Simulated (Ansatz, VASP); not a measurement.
## One calculation of TaN, two programs

File INCAR:

```
SYSTEM = TaN
PREC = Accurate
ENCUT = 520
EDIFF = 1E-6
ISMEAR = -1
SIGMA = 0.01
LREAL = .FALSE.
LASPH = .TRUE.
NELM = 100
ALGO = Normal
ISIF = 2
LWAVE = .FALSE.
LCHARG = .FALSE.
GGA = PE
NBANDS = 24
```

KPOINTS

```
Automatic mesh
0
G
  9 9 5
  0 0 0
```

POSCAR

```
TaN
1.0
    3.0195010796      0.0000000000      0.0000000000
   -1.5097505398      2.6149646417      0.0000000000
    0.0000000000      0.0000000000      4.9400000000
Ta N
2 2
Direct
    0.3333333333      0.6666666667      0.0000000000
    0.6666666667      0.3333333333      0.5000000000
    0.3333333333      0.6666666667      0.3850000000
    0.6666666667      0.3333333333      0.8850000000
```

Input for Ansatz:

```yaml
crystal:
  lattice:
    - [3.0195010796, 0.0, 0.0]
    - [-1.5097505398, 2.6149646417, 0.0]
    - [0.0, 0.0, 4.94]
  atoms:
    - { symbol: Ta, position: [0.3333333333, 0.6666666667, 0.0] }
    - { symbol: Ta, position: [0.6666666667, 0.3333333333, 0.5] }
    - { symbol: "N", position: [0.3333333333, 0.6666666667, 0.385] }
    - { symbol: "N", position: [0.6666666667, 0.3333333333, 0.885] }
kpoints:
  mp_grid: { grid: [9, 9, 5] }
  band_path:
    path:
      - [0.0, 0.0, 0.0]
      - [0.5, 0.0, 0.0]
      - [0.3333333333, 0.3333333333, 0.0]
      - [0.0, 0.0, 0.0]
      - [0.0, 0.0, 0.5]
      - [0.5, 0.0, 0.5]
      - [0.3333333333, 0.3333333333, 0.5]
      - [0.0, 0.0, 0.5]
      - [0.5, 0.0, 0.5]
    npoints: 5
scf:
  occupations: { method: fermi_dirac, width: 0.01 }
hamiltonian:
  xc: pbe
  pseudopotentials: { kind: all_electron, lapw: { basis_error: 0.001 } }
output:
  forces: true
  stress: true
  eigenvalues: true
```

Change from the starting cell: equal xx and yy strain of -1 %.

Alike in both runs: task single point; functional PBE; k mesh 9 × 9 × 5; occupations fermi-dirac, width 0.01 eV; no spin polarisation.

|  | VASP | Ansatz |
| --- | --- | --- |
| version | VASP 6.6.1 | Ansatz 0.2.0 |
| potentials or method | VASP PAW PBE potentials, release 64 (Ta_pv, N), cutoff 520 eV | all-electron LAPW, scalar-relativistic |

```tsv
	VASP	Ansatz	Ansatz less VASP
pressure (GPa)	156.4	150.4	-6.00
traceless stress, the component that is largest in VASP (GPa)	-22.58	-21.68	+0.901
rms of the force components (eV/Å)	1.718	1.675	-0.0432
```

Atom by atom the forces differ by 0.043 eV/Å (rms over components). Both programs put the cell under a high pressure, so it lies far from rest at this level. Ansatz ran all-electron here, and VASP with PAW potentials.

Neither program's run includes spin-orbit coupling. Noted on VASP's run: the cell as given lies far from equilibrium.
